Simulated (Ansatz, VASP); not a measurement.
# TiC: VASP beside Ansatz

```
CELL_PARAMETERS angstrom
0.00000 2.13475 2.13475
2.13475 0.00000 2.13475
2.13475 2.13475 0.00000
ATOMIC_POSITIONS crystal
Ti 0.00000 0.00000 0.00000
C 0.50000 0.50000 0.50000
```

Change from the starting cell: volume scaled by 0.96.

Alike in both runs: task single point; functional PBE; k mesh 16 × 16 × 16; occupations fermi-dirac, width 0.03 eV; no spin polarisation.

|  | VASP | Ansatz |
| --- | --- | --- |
| version | VASP 6.6.1 | Ansatz 0.2.0 |
| potentials or method | VASP PAW PBE potentials, release 64 (Ti_sv, C), cutoff 520 eV | all-electron LAPW, scalar-relativistic |

Ansatz gave:

| Item | Value |
| --- | --- |
| pressure (GPa) | 12.1 |

Problem. Estimate VASP's values.

Solution. Pressure (GPa): 12.3.

Ansatz ran all-electron here, and VASP with PAW potentials.
